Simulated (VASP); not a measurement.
# Ru12C (a cell with a defect) in VASP: notebook, part 2 of 2

VASP 6.6.1. The steps go on from the part before.

### 4 Single point, LDA

Contents of INCAR:

```
SYSTEM = Ru12C
PREC = Accurate ; ENCUT = 520
EDIFF = 1E-6 ; ISMEAR = 0
SIGMA = 0.1 ; LREAL = .FALSE.
LASPH = .TRUE. ; NELM = 100
ALGO = Normal ; ISIF = 2
LWAVE = .FALSE. ; LCHARG = .FALSE.
GGA = CA ; NBANDS = 98
```

Contents of KPOINTS:

```
regular mesh
0
G
  4 3 4
  0 0 0
```

Contents of POSCAR:

```
Ru12C
1.0
    5.4000000000      0.0000000000      0.0000000000
   -4.0500000000      7.0148060000      0.0000000000
    0.0000000000      0.0000000000      4.2768000000
Ru C
12 1
Direct
    0.0027255079      0.0030201833     -0.0205744949
    0.2031644231      0.2690668851      0.5164732978
   -0.0057289108      0.3357710819     -0.0002155817
    0.1401433224      0.5480871460      0.4959415918
   -0.0006811122      0.6636997516     -0.0029854097
    0.1819990002      0.8718986669      0.5051253273
    0.5020759558     -0.0022693429     -0.0016486626
    0.6631517724      0.2154132274      0.4996473999
    0.5132553520      0.3379209632      0.0003374018
    0.6792126155      0.5578516355      0.4963685466
    0.4885507708      0.6579158426     -0.0011445473
    0.6240366271      0.8639898238      0.5053825290
    0.0082285661      0.0162454956      0.4533485316
```

Potentials or basis: VASP PAW LDA potentials, release 64 (Ru_pv, C).

Started as:

```
cat potpaw_LDA.64/Ru_pv/POTCAR potpaw_LDA.64/C/POTCAR > POTCAR
mpirun -np 1 vasp_std > vasp.out
```

OUTCAR:

```text
SYSTEM = Ru12C
   PREC = Accurate
   ENCUT = 520
   EDIFF = 1E-6
   ISMEAR = 0
   LREAL = .FALSE.
   LASPH = .TRUE.
   NELM = 100
   ISIF = 2
   GGA = CA

 ion  position               nearest neighbor table
   1  0.003  0.003  0.979-  13 2.03  13 2.25   7 2.68   6 2.68  12 2.69   7 2.72   3 2.72   2 2.72
                             9 2.74   5 2.74  11 2.79   6 2.85  12 2.86   2 2.96
   2  0.203  0.269  0.516-  13 1.79   4 2.45  10 2.46   3 2.54   9 2.54   9 2.66   3 2.66   1 2.72
                             8 2.73   8 2.73   1 2.96   6 3.16  12 3.21
   3  0.994  0.336  1.000-   2 2.54   4 2.59   9 2.61   4 2.62  11 2.64   8 2.64   8 2.64   5 2.64
                             2 2.66   7 2.70   1 2.72   9 2.79
   4  0.140  0.548  0.496-   2 2.45   6 2.52  10 2.53  12 2.59   5 2.59   3 2.59   5 2.60   3 2.62
                             8 2.64  11 2.68  11 2.70  10 2.87
   5  0.999  0.664  0.997-   6 2.56   4 2.59   4 2.60  10 2.61  10 2.61   6 2.62   9 2.63   3 2.64
                            11 2.67   7 2.71  11 2.74   1 2.74
   6  0.182  0.872  0.505-  13 1.84  12 2.42   4 2.52   5 2.56   7 2.59   5 2.62  10 2.63   7 2.64
                             1 2.68   8 2.70   1 2.85  12 2.98   2 3.16
   7  0.502  0.998  0.998-   6 2.59  12 2.60   8 2.62   8 2.63   6 2.64  12 2.65   1 2.68   3 2.70
                             5 2.71  11 2.72   1 2.72   9 2.73
   8  0.663  0.215  0.500-   7 2.62   7 2.63   4 2.64   3 2.64   3 2.64   9 2.65   9 2.65   6 2.70
                             2 2.73   2 2.73  10 2.73  12 2.75
   9  0.513  0.338  0.000-   2 2.54   3 2.61  10 2.62   5 2.63   8 2.65  10 2.65   8 2.65   2 2.66
                            11 2.66   7 2.73   1 2.74   3 2.79
  10  0.679  0.558  0.496-   2 2.46   4 2.53   5 2.61   5 2.61   9 2.62   6 2.63  12 2.64   9 2.65
                            11 2.66  11 2.68   8 2.73   4 2.87
  11  0.489  0.658  0.999-  12 2.56  12 2.61   3 2.64  10 2.66   9 2.66   5 2.67  10 2.68   4 2.68
                             4 2.70   7 2.72   5 2.74   1 2.79
  12  0.624  0.864  0.505-  13 1.82   6 2.42  11 2.56   4 2.59   7 2.60  11 2.61  10 2.64   7 2.65
                             1 2.69   8 2.75   1 2.86   6 2.98   2 3.21
  13  0.008  0.016  0.453-   2 1.79  12 1.82   6 1.84   1 2.03   1 2.25

  LATTYP: Found a simple monoclinic cell.
 ALAT       =     5.4000000000
 B/A-ratio  =     0.7920000000
 C/A-ratio  =     1.3228756972
 COS(beta)  =    -0.1889822305

  Lattice vectors:

 A1 = (   5.4000000000,   0.0000000000,   0.0000000000)
 A2 = (   0.0000000000,   0.0000000000,   4.2768000000)
 A3 = (  -1.3500000000,  -7.0148060000,   0.0000000000)

Analysis of symmetry for initial positions (statically):
=====================================================================
 Subroutine PRICEL returns:
 Original cell was already a primitive cell.

 Routine SETGRP: Setting up the symmetry group for a
 simple monoclinic supercell.

 Subroutine GETGRP returns: Found  1 space group operations
 (whereof  1 operations were pure point group operations)
 out of a pool of  4 trial point group operations.

The static configuration has the point symmetry C_1 .

Analysis of symmetry for dynamics (positions and initial velocities):
=====================================================================
 Subroutine PRICEL returns:
 Original cell was already a primitive cell.

 Routine SETGRP: Setting up the symmetry group for a
 simple monoclinic supercell.

 Subroutine GETGRP returns: Found  1 space group operations
 (whereof  1 operations were pure point group operations)
 out of a pool of  4 trial point group operations.

The dynamic configuration has the point symmetry C_1 .
[... 111 lines left out ...]
 SYSTEM =  Ru12C
   PREC   = accura    normal or accurate (medium, high low for compatibility)
   ISTART =      0    job   : 0-new  1-cont  2-samecut
   ICHARG =      2    charge: 1-file 2-atom 10-const
   ISPIN  =      1    spin polarized calculation?
   LNONCOLLINEAR =      F non collinear calculations
   LSORBIT =      F    spin-orbit coupling
   LASPH  =      T    aspherical Exc in radial PAW
   ENCUT  =  520.0 eV  38.22 Ry    6.18 a.u.  10.04 15.06  7.95*2*pi/ulx,y,z
   NELM   =    100;   NELMIN=  2; NELMDL= -5     # of ELM steps
   EDIFF  = 0.1E-05   stopping-criterion for ELM
   LREAL  =      F    real-space projection
   EDIFFG = 0.1E-04   stopping-criterion for IOM
   NSW    =      0    number of steps for IOM
   IBRION =     -1    ionic relax: 0-MD 1-quasi-New 2-CG
   NFREE  =      0    steps in history (QN), initial steepest desc. (CG)
   ISIF   =      2    stress and relaxation
   ISYM   =      2    0-nonsym 1-usesym 2-fastsym
   POTIM  = 0.5000    time-step for ionic-motion
   TEBEG  =    0.0;   TEEND  =   0.0 temperature during run
   PSTRESS=    0.0 pullay stress
   NELECT =     172.0000    total number of electrons
   NUPDOWN=      -1.0000    fix difference up-down
   EMIN   =  10.00;   EMAX   =-10.00  energy-range for DOS
   EFERMI =   0.00;   METHOD = LEGACY
   ISMEAR =     0;   SIGMA  =   0.10  broadening in eV -4-tet -1-fermi 0-gaus
   EFERMI_NEDOS =   21; number of points for ismear=-14 and -15
   IALGO  =     38    algorithm
   IMIX   =      4    mixing-type and parameters
     AMIX     =   0.40;   BMIX     =  1.00
     AMIX_MAG =   1.60;   BMIX_MAG =  1.00
  volume/ion in A,a.u.               =      12.46        84.10
  Fermi-wavevector in a.u.,A,eV,Ry     =   1.670096  3.156024 37.949666  2.789222
  Thomas-Fermi vector in A             =   2.755654
   LORBIT       =      0    0 simple, 1 ext, 2 COOP (PROOUT), +10 PAW based schemes
   GGA     = CA    functional components
   LHFCALC =     F    Hartree Fock is set to
   AEXX    =    0.0000 exact exchange contribution
   IVDW    =     0    specifies the selected vdW correction
   LEPSILON=     F    determine dielectric tensor
   LRPA    =     F    only Hartree local field effects (RPA)
 non-spin polarized calculation
 Gauss-broadening in eV      SIGMA  =   0.10
  energy-cutoff  :      520.00
  volume of cell :      162.00
 maximum number of plane-waves:      4388
   NGX = 21   NGY = 31   NGZ = 15

 number of electron     172.0000005 magnetization

 Free energy of the ion-electron system (eV)
  ---------------------------------------------------
  ext. energy  EPLUGINS =         0.00000000
  ---------------------------------------------------
  free energy    TOTEN  =      -135.05109994 eV

  energy without entropy =     -134.99822029  energy(sigma->0) =     -135.02466012

 E-fermi :  13.5139     XC(G=0): -14.5707

 val. band max:       13.5118835148   @ k =   0.2500   0.3333   0.5000
 cond. band min:      13.5302245264   @ k =   0.0000   0.0000   0.5000
 fundamental gap:      0.0183410115
 Fermi energy:        13.5139164384

 k-point     1 :       0.0000    0.0000    0.0000
  band No.  band energies     occupation
      1     -30.4469      2.00000
      2     -30.3133      2.00000
      3     -30.2397      2.00000
      4     -29.9741      2.00000
      5     -29.9629      2.00000
      6     -29.9207      2.00000
[... 2413 lines left out ...]
     97      14.8060      0.00000
     98      14.9089      0.00000

 [... further k-points ...]

------------------------ aborting loop because EDIFF is reached ----------------------------------------

  FORCE on cell =-STRESS in cart. coord.  units (eV):
  Direction    XX          YY          ZZ          XY          YZ          ZX
  --------------------------------------------------------------------------------------
  -------------------------------------------------------------------------------------
  Total       17.1167309     19.1035005      3.8185305      1.2422073      1.2287250      0.0064529
  in kB      169.2789825    188.9274964     37.7640427     12.2850317     12.1516966      0.0638168
  external PRESSURE =     131.9901739 kB  Pullay stress =       0.0000000 kB

 VOLUME and BASIS-vectors are now :
 -----------------------------------------------------------------------------
  energy-cutoff  :      520.00
  volume of cell :      162.00
      direct lattice vectors                 reciprocal lattice vectors
     5.400000000  0.000000000  0.000000000     0.185185185  0.106916713  0.000000000
    -4.050000000  7.014806000  0.000000000     0.000000000  0.142555617  0.000000000
     0.000000000  0.000000000  4.276800000     0.000000000  0.000000000  0.233819678

 POSITION                                       TOTAL-FORCE (eV/Angst)
 -----------------------------------------------------------------------------------
      0.00249      0.02119      4.18881        -0.005843      0.010583     -0.401378
      0.00737      1.88745      2.20885         0.000288      0.026472      0.480489
      4.00919      2.35537      4.27588         0.005591     -0.006282      0.101994
     -1.46298      3.84473      2.12104         0.048951      0.014536      0.004548
      2.70834      4.65572      4.26403        -0.018948      0.013091      0.031974
     -2.54839      6.11620      2.16032         0.019259     -0.006751      0.225635
     -1.32960      6.99889      4.26975        -0.002852     -0.005110      0.068716
      2.70860      1.51108      2.13689        -0.009719      0.003869      0.088433
      1.40300      2.37045      0.00144        -0.010709     -0.022820      0.115843
      1.40845      3.91322      2.12287        -0.021246     -0.023318      0.015073
     -0.02639      4.61515      4.27191         0.015452     -0.003626      0.073838
     -0.12936      6.06072      2.16142        -0.039059     -0.004518      0.229997
     -0.02136      0.11396      1.93888         0.018834      0.003871     -1.035162
 -----------------------------------------------------------------------------------
    total drift:                                0.000932      0.000025      0.000310

  FREE ENERGIE OF THE ION-ELECTRON SYSTEM (eV)
  ---------------------------------------------------
  free  energy   TOTEN  =      -135.0510999409 eV

  energy  without entropy=     -134.9982202936  energy(sigma->0) =     -135.02466012
```

Wall time 9 min (1 thread of Intel Xeon Platinum 8259CL at 2.50GHz (Skylake/Cascade Lake), shared host); peak memory 0.39 GiB.

What came out:

| Item | Value |
| --- | --- |
| Free energy | -135.0511 eV |
| Pressure | 13.2 GPa |
| Largest force | 1.035 eV/Å |
| Band gap on the k mesh | zero (bands 86 and 87 overlap by 0.65 eV) |

Forces in eV/Å, atoms in the order of the input:
```
Ru  -0.006  0.011 -0.401
Ru   0.000  0.026  0.480
Ru   0.006 -0.006  0.102
Ru   0.049  0.015  0.005
Ru  -0.019  0.013  0.032
Ru   0.019 -0.007  0.226
Ru  -0.003 -0.005  0.069
Ru  -0.010  0.004  0.088
Ru  -0.011 -0.023  0.116
Ru  -0.021 -0.023  0.015
Ru   0.015 -0.004  0.074
Ru  -0.039 -0.005  0.230
C    0.019  0.004 -1.035
```

Caveat: the k points lie up to 0.37 Å⁻¹ apart, too coarse for converged energies and pressures of a metal.

### 5 Single point, LDA

Contents of INCAR:

```
PREC     = Accurate       # precision mode
ENCUT    = 520            # plane-wave cutoff, eV
EDIFF    = 1E-7           # SCF threshold, eV
ISMEAR   = 0              # smearing method
SIGMA    = 0.1            # smearing width, eV
LREAL    = False          # projectors in reciprocal space
LASPH    = True           # aspherical terms in the spheres
NELM     = 100            # most SCF steps
ALGO     = Normal         # electronic algorithm
ISIF     = 2              # what is computed and relaxed
LWAVE    = False          # write WAVECAR
LCHARG   = False          # write CHGCAR
NBANDS   = 98             # bands
```

Contents of KPOINTS:

```
regular mesh
0
Gamma
  4 3 4
```

Contents of POSCAR:

```
Ru12C
1.0
    5.4000000000      0.0000000000      0.0000000000
   -4.0500000000      7.0148060000      0.0000000000
    0.0000000000      0.0000000000      4.2768000000
Ru C
12 1
Direct
    0.0039112114      0.0040630599     -0.0634413723
    0.1938561429      0.2587197673      0.5230877346
   -0.0038248035      0.3376080608      0.0036352136
    0.1517339147      0.5507819555      0.4996317946
   -0.0016842805      0.6626692601     -0.0001044882
    0.1789239549      0.8745398261      0.5101386994
    0.5009482582     -0.0015456669     -0.0023635831
    0.6630566237      0.2187007460      0.5041250437
    0.5098764566      0.3371406023      0.0045314516
    0.6736871127      0.5541000558      0.5011889662
    0.4923235272      0.6600575897      0.0043851350
    0.6294337958      0.8706352922      0.5152066776
    0.0050146960      0.0122139011      0.3634071971
```

Started as:

```
cat potpaw_LDA.64/Ru_pv/POTCAR potpaw_LDA.64/C/POTCAR > POTCAR
mpirun -np 1 vasp_std > vasp.out
```

Run time: 14 min. Hardware: 1 thread of Intel Xeon 8259CL, shared host; peak memory 0.4 GiB.

Results (log left out):

```
Free energy            : -135.5061 eV
Pressure               : 12.3 GPa
Largest force          : 0.063 eV/Å
Band gap on the k mesh : zero (bands 86 and 87 overlap by 0.62 eV)
```

Forces on the atoms (eV/Å):
```
Ru  -0.009  0.003 -0.043
Ru   0.004  0.063 -0.007
Ru  -0.002 -0.015  0.015
Ru   0.006  0.006 -0.006
Ru   0.001  0.004  0.003
Ru   0.043 -0.032 -0.002
Ru  -0.006  0.005  0.025
Ru   0.009 -0.007 -0.006
Ru  -0.005 -0.009  0.008
Ru  -0.011  0.020  0.001
Ru   0.021  0.008  0.007
Ru  -0.041 -0.031 -0.002
C   -0.010 -0.016  0.007
```

Stress tensor (GPa, compression positive):
```
11.14  0.12 -0.48
 0.12 11.91  0.88
-0.48  0.88 13.75
```

Levels at points of the mesh, in eV from the Fermi level:
```tsv
k point	band 82	band 83	band 84	band 85	band 86	band 87	band 88	band 89	band 90	band 91
(0.00, 0.00, 0.00)	-1.10	-0.36	-0.07	0.05	0.10	0.42	0.51	0.58	0.93	0.98
(0.50, 0.00, 0.00)	-1.14	-1.06	-0.90	-0.81	-0.68	-0.32	-0.25	-0.08	0.27	0.49
(0.00, 0.00, 0.50)	-0.78	-0.34	-0.08	-0.04	0.07	0.09	0.42	0.46	0.63	0.69
(0.50, 0.00, 0.50)	-1.27	-1.22	-1.00	-0.22	-0.12	0.00	0.17	0.32	0.38	0.64
```

Caveat: the k points lie up to 0.37 Å⁻¹ apart, too coarse for converged energies and pressures of a metal.

### 6 The runs side by side

```tsv
cell	gap on the mesh (eV)	pressure (GPa)	largest force (eV/Å)
as given, atomic positions A	none	12.3	0.07
as given, atomic positions B	none	12.3	0.06
as given, atomic positions C	none	13.2	1.04
```

Alike in all rows: task single point; level LDA; potentials or basis VASP PAW LDA potentials, release 64 (Ru_pv, C); no spin polarisation; k mesh 4 × 3 × 4; cutoff (eV) 520; smearing gaussian 0.1 eV.

Caveats: all runs use coarse meshes.

Total energies depend on the potentials used, so only differences within one code and one set of settings carry meaning.
